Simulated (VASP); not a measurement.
**Ge: single point with revPBE+D4**

**What was measured.**

“Temperature-dependent photoluminescence in Ge: experiment and theory”, 2020, arxiv:2003.00143 reports, for a bulk crystal of Ge at 0 K: band gap 0.744 eV (indirect).

The system is Ge.

```
Ge
1.0
     0.00000    2.86614    2.86614
     2.86614    0.00000    2.86614
     2.86614    2.86614    0.00000
Ge
2
Direct
  0.75000 0.75000 0.75000
  0.50000 0.50000 0.50000
```

| Quantity | Value |
| --- | --- |
| Program | VASP 6.6.1 |
| Task | single point |
| Functional | revPBE |
| Dispersion | D4 |
| Potentials or basis | VASP PAW PBE potentials, release 64 (Ge_d) |
| Cutoff | 520 eV |
| k mesh | 8 × 8 × 8 |
| Occupations | fermi-dirac, width 0.05 eV |
| Spin | no spin polarisation |
| Dipole correction | no |
| Further INCAR settings | ALGO = Normal; EDIFF = 1e-06; NBANDS = 21 |

The pressure is -1.7 GPa and the band gap on the k mesh is zero (filled and empty bands touch). The dispersion energy per atom is -0.518 eV.

Levels at points of the mesh, in eV from the Fermi level:
| k point | band 12 | band 13 | band 14 | band 15 | band 16 | band 17 |
| --- | --- | --- | --- | --- | --- | --- |
| (0.00, 0.00, 0.00) | -0.24 | -0.01 | -0.01 | -0.01 | 2.53 | 2.53 |
| (0.50, 0.00, 0.00) | -7.41 | -1.36 | -1.36 | 0.12 | 3.73 | 3.73 |
| (0.50, 0.50, 0.00) | -8.73 | -2.95 | -2.95 | 0.85 | 0.85 | 9.22 |

Wall time 15 s on 1 thread of Intel(R) Xeon(R) 6975P-C (Granite Rapids) (shared host), peak memory 0.17 GiB.

A measured gap of Ge is 0.744 eV (indirect; 0 K; “Temperature-dependent photoluminescence in Ge: experiment and theory”, 2020, arxiv:2003.00143); the calculated 0.00 eV misses it by -0.74 eV. 3 values of this kind are on record (0.666 to 0.807 eV); this one was drawn at random among those near their median. Spin-orbit coupling on Ge is left out. The value is that of revPBE+D4 on a finite k mesh, which can miss the band edges, without temperature or zero-point motion. Semilocal functionals fall short of measured gaps as a rule.

Caveat: the PAW data sets were made with another functional, which shifts forces and pressure a little; pairwise dispersion overbinds metals, which lowers pressure and volume.
